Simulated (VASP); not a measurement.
# Mg2ZnTe4 (I-4) in VASP: single point with PBE

Aim: the single point of Mg2ZnTe4 with PBE.

All numbers are computed with VASP 6.6.1; they aren't measurements. Logs are shortened: lines on timing, memory, paths and dates and some standing lists are left out, and cuts for length are marked.

## 1. The cell of the first run

It takes space group I-4 (No. 82, tetragonal). The conventional cell has a = 6.032 Å, b = 6.032 Å, c = 12.285 Å, α = 90.00°, β = 90.00°, γ = 90.00°. Mg (site symmetry -4) has 4 Te at 2.63 Å within 3.5 Å. Within 3.5 Å of Mg (site symmetry -4) lie 4 Te at 2.63 Å. Zn (site symmetry -4) has 4 Te at 2.63 Å within 3.5 Å. Te (site symmetry 1) has 2 Mg at 2.63 Å and 1 Zn at 2.63 Å within 3.5 Å.

## 2. Single point, PBE

INCAR

```
  ALGO = Normal
  EDIFF = 1E-7
  ENCUT = 520
  GGA = PE
  ISIF = 2
  ISMEAR = -1
  LASPH = True
  LCHARG = True
  LELF = True
  LREAL = False
  LVHAR = True
  LWAVE = False
  NBANDS = 29
  NELM = 60
  PREC = Accurate
  SIGMA = 0.033
```

KPOINTS

```
k-points
0
Gamma
  6 6 6
```

POSCAR

```
Mg2ZnTe4
1.0
    0.0000000000      6.0315410000      0.0000000000
    6.0315410000      0.0000000000      0.0000000000
    3.0157700000      3.0157700000     -6.1426700000
Mg Zn Te
2 1 4
Direct
    0.5000000000      0.5000000000      0.0000000000
    0.7500000000      0.2500000000      0.5000000000
    0.0000000000      0.0000000000      0.0000000000
    0.3750000000      0.3750000000      0.7500000000
    0.6250000000      0.1250000000      0.2500000000
    0.8750000000      0.8750000000      0.7500000000
    0.1250000000      0.6250000000      0.2500000000
```

Potentials or basis: VASP PAW PBE potentials, release 64 (Mg, Zn, Te).

On the command line:

```
$ cat potpaw_PBE.64/Mg/POTCAR potpaw_PBE.64/Zn/POTCAR potpaw_PBE.64/Te/POTCAR > POTCAR
$ mpirun -np 1 vasp_std > vasp.out
```

OUTCAR:

```text
EDIFF = 1E-7
   ENCUT = 520
   GGA = PE
   ISIF = 2
   ISMEAR = -1
   LASPH = True
   LREAL = False
   NELM = 60
   PREC = Accurate

 ion  position               nearest neighbor table
   1  0.500  0.500  0.000-   4 2.63   5 2.63   7 2.63   6 2.63
   2  0.750  0.250  0.500-   5 2.63   4 2.63   6 2.63   7 2.63
   3  0.000  0.000  0.000-   6 2.63   5 2.63   7 2.63   4 2.63
   4  0.375  0.375  0.750-   1 2.63   2 2.63   3 2.63
   5  0.625  0.125  0.250-   2 2.63   1 2.63   3 2.63
   6  0.875  0.875  0.750-   3 2.63   2 2.63   1 2.63
   7  0.125  0.625  0.250-   1 2.63   3 2.63   2 2.63

  LATTYP: Found a body centered tetragonal cell.
 ALAT       =     6.0315410000
 C/A-ratio  =     2.0368492894

  Lattice vectors:

 A1 = (  -3.0157700000,   3.0157710000,   6.1426700000)
 A2 = (   3.0157710000,  -3.0157700000,   6.1426700000)
 A3 = (   3.0157700000,   3.0157700000,  -6.1426700000)

Analysis of symmetry for initial positions (statically):
=====================================================================
 Subroutine PRICEL returns:
 Original cell was already a primitive cell.

 Routine SETGRP: Setting up the symmetry group for a
 body centered tetragonal supercell.

 Subroutine GETGRP returns: Found  4 space group operations
 (whereof  4 operations were pure point group operations)
 out of a pool of 16 trial point group operations.

The static configuration has the point symmetry S_4 .

Analysis of symmetry for dynamics (positions and initial velocities):
=====================================================================
 Subroutine PRICEL returns:
 Original cell was already a primitive cell.

 Routine SETGRP: Setting up the symmetry group for a
 body centered tetragonal supercell.

 Subroutine GETGRP returns: Found  4 space group operations
 (whereof  4 operations were pure point group operations)
 out of a pool of 16 trial point group operations.

The dynamic configuration has the point symmetry S_4 .

 Subroutine INISYM returns: Found  4 space group operations
 (whereof  4 operations are pure point group operations),
 and found     1 'primitive' translations

----------------------------------------------------------------------------------------

                                     Primitive cell

  volume of cell :     223.4672

  direct lattice vectors                    reciprocal lattice vectors
     0.000000000  6.031541000  0.000000000     0.000000000  0.165795109  0.081397815
     6.031541000  0.000000000  0.000000000     0.165795109  0.000000000  0.081397815
     3.015770000  3.015770000 -6.142670000     0.000000000  0.000000000 -0.162795657

  length of vectors
     6.031541000  6.031541000  7.478110197     0.184698735  0.184698735  0.162795657

  position of ions in fractional coordinates (direct lattice)
     0.500000000  0.500000000  0.000000000
     0.750000000  0.250000000  0.500000000
     0.000000000  0.000000000  0.000000000
     0.375000000  0.375000000  0.750000000
     0.625000000  0.125000000  0.250000000
     0.875000000  0.875000000  0.750000000
     0.125000000  0.625000000  0.250000000

  ion indices of the primitive-cell ions
   primitive index   ion index
                 1           1
                 2           2
                 3           3
                 4           4
                 5           5
                 6           6
                 7           7

----------------------------------------------------------------------------------------

 KPOINTS: k-points

Automatic generation of k-mesh.
 Grid dimensions read from file:
 generate k-points for:    6    6    6

 Generating k-lattice:

  Cartesian coordinates                     Fractional coordinates (reciprocal lattice)
     0.000000000  0.027632518  0.013566303     0.166666667  0.000000000 -0.000000000
     0.027632518  0.000000000  0.013566303     0.000000000  0.166666667 -0.000000000
     0.000000000  0.000000000 -0.027132610     0.000000000  0.000000000  0.166666667

  Length of vectors
     0.030783122  0.030783122  0.027132610

  Shift w.r.t. Gamma in fractional coordinates (k-lattice)
     0.000000000  0.000000000  0.000000000

 Subroutine IBZKPT returns following result:
 ===========================================

 Found     36 irreducible k-points:

 Following reciprocal coordinates:
            Coordinates               Weight
  0.000000  0.000000  0.000000      1.000000
  0.166667  0.000000  0.000000      8.000000
  0.333333  0.000000 -0.000000      8.000000
  0.500000  0.000000  0.000000      4.000000
  0.166667  0.166667  0.000000      8.000000
  0.333333  0.166667 -0.000000      8.000000
[... 16 lines left out ...]
  0.333333  0.333333  0.166667      8.000000
  0.500000  0.333333  0.166667      8.000000
 [... further k-points ...]
   k-points           NKPTS =     36   k-points in BZ     NKDIM =     36   number of bands    NBANDS=     29
   number of dos      NEDOS =    301   number of ions     NIONS =      7
   total plane-waves  NPLWV = 129024
   dimension x,y,z NGX =    48 NGY =   48 NGZ =   56
   dimension x,y,z NGXF=    96 NGYF=   96 NGZF=  112
   ions per type =               2   1   4
   NGX,Y,Z   is equivalent  to a cutoff of  13.23, 13.23, 12.45 a.u.
   NGXF,Y,Z  is equivalent  to a cutoff of  26.46, 26.46, 24.90 a.u.
 SYSTEM =  unknown system
   PREC   = accura    normal or accurate (medium, high low for compatibility)
   ISTART =      0    job   : 0-new  1-cont  2-samecut
   ICHARG =      2    charge: 1-file 2-atom 10-const
   ISPIN  =      1    spin polarized calculation?
   LNONCOLLINEAR =      F non collinear calculations
   LSORBIT =      F    spin-orbit coupling
   LASPH  =      T    aspherical Exc in radial PAW
   ENCUT  =  520.0 eV  38.22 Ry    6.18 a.u.  11.21 11.21 13.90*2*pi/ulx,y,z
   NELM   =     60;   NELMIN=  2; NELMDL= -5     # of ELM steps
   EDIFF  = 0.1E-06   stopping-criterion for ELM
   LREAL  =      F    real-space projection
   EDIFFG = 0.1E-05   stopping-criterion for IOM
   NSW    =      0    number of steps for IOM
   IBRION =     -1    ionic relax: 0-MD 1-quasi-New 2-CG
   NFREE  =      0    steps in history (QN), initial steepest desc. (CG)
   ISIF   =      2    stress and relaxation
   ISYM   =      2    0-nonsym 1-usesym 2-fastsym
   POTIM  = 0.5000    time-step for ionic-motion
   TEBEG  =    0.0;   TEEND  =   0.0 temperature during run
   PSTRESS=    0.0 pullay stress
   NELECT =      40.0000    total number of electrons
   NUPDOWN=      -1.0000    fix difference up-down
   EMIN   =  10.00;   EMAX   =-10.00  energy-range for DOS
   EFERMI =   0.00;   METHOD = LEGACY
   ISMEAR =    -1;   SIGMA  =   0.03  broadening in eV -4-tet -1-fermi 0-gaus
   EFERMI_NEDOS =   21; number of points for ismear=-14 and -15
   IALGO  =     38    algorithm
   IMIX   =      4    mixing-type and parameters
     AMIX     =   0.40;   BMIX     =  1.00
     AMIX_MAG =   1.60;   BMIX_MAG =  1.00
  volume/ion in A,a.u.               =      31.92       215.43
  Fermi-wavevector in a.u.,A,eV,Ry     =   0.922622  1.743502 11.581693  0.851230
  Thomas-Fermi vector in A             =   2.048169
   LORBIT       =      0    0 simple, 1 ext, 2 COOP (PROOUT), +10 PAW based schemes
   GGA     = PE    functional components
   LHFCALC =     F    Hartree Fock is set to
   AEXX    =    0.0000 exact exchange contribution
   IVDW    =     0    specifies the selected vdW correction
   LEPSILON=     F    determine dielectric tensor
   LRPA    =     F    only Hartree local field effects (RPA)
 non-spin polarized calculation
  energy-cutoff  :      520.00
  volume of cell :      223.47
 maximum number of plane-waves:      6047
 NGX is ok and might be reduce to    48
   NGX = 23   NGY = 23   NGZ = 27

 number of electron      40.0000003 magnetization

 Free energy of the ion-electron system (eV)
  ---------------------------------------------------
  ext. energy  EPLUGINS =         0.00000000
  ---------------------------------------------------
  free energy    TOTEN  =       -18.64801028 eV

  energy without entropy =      -18.62090873  energy(sigma->0) =      -18.63445950

 E-fermi :   2.5836     XC(G=0):  -8.3562

 val. band max:        2.5750659457   @ k =   0.5000   0.1667  -0.1667
 cond. band min:       2.5877625085   @ k =  -0.1667   0.0000   0.1667
 fundamental gap:      0.0126965628
 Fermi energy:         2.5836181067

 k-point     1 :       0.0000    0.0000    0.0000
  band No.  band energies     occupation
      1      -8.3775      2.00000
      2      -7.2739      2.00000
      3      -7.2251      2.00000
      4      -7.2251      2.00000
      5      -3.7597      2.00000
      6      -3.7581      2.00000
[... 21 lines left out ...]
     28       8.4473      0.00000
     29       8.4614      0.00000

 k-point     2 :       0.1667    0.0000    0.0000
  band No.  band energies     occupation
      1      -8.3021      2.00000
      2      -7.2982      2.00000
      3      -7.2791      2.00000
      4      -7.2562      2.00000
      5      -3.7664      2.00000
      6      -3.7616      2.00000
[... 21 lines left out ...]
     28       8.4438      0.00000
     29       8.6008      0.00000

 k-point     3 :       0.3333    0.0000   -0.0000
  band No.  band energies     occupation
      1      -8.0927      2.00000
      2      -7.4874      2.00000
      3      -7.3230      2.00000
      4      -7.3038      2.00000
      5      -3.7968      2.00000
      6      -3.7664      2.00000
[... 21 lines left out ...]
     28       8.5531      0.00000
     29       8.7914      0.00000

 k-point     4 :       0.5000    0.0000    0.0000
  band No.  band energies     occupation
      1      -7.8494      2.00000
      2      -7.7295      2.00000
      3      -7.3432      2.00000
      4      -7.3220      2.00000
      5      -3.8134      2.00000
      6      -3.7670      2.00000
[... 597 lines left out ...]
     28       8.0936      0.00000
     29       8.7604      0.00000

 k-point    23 :       0.3333    0.3333    0.1667
  band No.  band energies     occupation
      1      -7.9069      2.00000
      2      -7.5014      2.00000
      3      -7.4435      2.00000
      4      -7.3539      2.00000
      5      -3.7917      2.00000
      6      -3.7629      2.00000
[... 21 lines left out ...]
     28       8.7365      0.00000
     29       9.0262      0.00000

 k-point    24 :       0.5000    0.3333    0.1667
  band No.  band energies     occupation
      1      -7.7195      2.00000
      2      -7.6372      2.00000
      3      -7.4612      2.00000
      4      -7.3963      2.00000
      5      -3.7895      2.00000
      6      -3.7683      2.00000
[... 21 lines left out ...]
     28       8.5388      0.00000
     29       8.5780      0.00000

 [... further k-points ...]

------------------------ aborting loop because EDIFF is reached ----------------------------------------

  FORCE on cell =-STRESS in cart. coord.  units (eV):
  Direction    XX          YY          ZZ          XY          YZ          ZX
  --------------------------------------------------------------------------------------
  -------------------------------------------------------------------------------------
  Total        6.2405224      6.2405224      7.8453891      0.0000010      0.0000006      0.0000006
  in kB       44.7422457     44.7422457     56.2485483      0.0000070      0.0000046      0.0000046
  external PRESSURE =      48.5776799 kB  Pullay stress =       0.0000000 kB

 VOLUME and BASIS-vectors are now :
 -----------------------------------------------------------------------------
  energy-cutoff  :      520.00
  volume of cell :      223.47
      direct lattice vectors                 reciprocal lattice vectors
     0.000000000  6.031541000  0.000000000     0.000000000  0.165795109  0.081397815
     6.031541000  0.000000000  0.000000000     0.165795109  0.000000000  0.081397815
     3.015770000  3.015770000 -6.142670000     0.000000000  0.000000000 -0.162795657

 POSITION                                       TOTAL-FORCE (eV/Angst)
 -----------------------------------------------------------------------------------
      3.01577      3.01577      0.00000         0.000000      0.000000      0.000000
      3.01577      6.03154     -3.07133         0.000000      0.000000      0.000000
      0.00000      0.00000      0.00000         0.000000      0.000000      0.000000
      4.52366      4.52366     -4.60700         0.125295     -1.120574      0.151099
      1.50789      4.52366     -1.53567        -1.120574     -0.125295     -0.151099
      7.53943      7.53943     -4.60700        -0.125294      1.120574      0.151099
      4.52366      1.50789     -1.53567         1.120574      0.125294     -0.151099
 -----------------------------------------------------------------------------------
    total drift:                                0.000007      0.000008      0.000008

  FREE ENERGIE OF THE ION-ELECTRON SYSTEM (eV)
  ---------------------------------------------------
  free  energy   TOTEN  =       -18.6480102778 eV

  energy  without entropy=      -18.6209087274  energy(sigma->0) =      -18.63445950
```

Wall time 4.8 min (1 thread of Intel Xeon 6975P-C, shared host); peak memory 0.5 GiB.

Results:

```
Free energy            : -18.6480 eV
Pressure               : 4.9 GPa
Largest force          : 1.138 eV/Å
Band gap on the k mesh : zero (band 20 reaches 2.97 eV, above the bottom of band 21 at 2.45 eV)
```

Forces in eV/Å, atoms in the order of the input:
```
Mg   0.000  0.000  0.000
Mg   0.000  0.000  0.000
Zn   0.000  0.000  0.000
Te   0.125 -1.121  0.151
Te  -1.121 -0.125 -0.151
Te  -0.125  1.121  0.151
Te   1.121  0.125 -0.151
```

Stress tensor (GPa, compression positive):
```
4.47 0.00 0.00
0.00 4.47 0.00
0.00 0.00 5.62
```

Caveat: spin-orbit coupling is left out, which moves the levels of the heavy elements; forces of over 1 eV/Å act on the atoms, so gaps and moduli don't describe the material at rest.
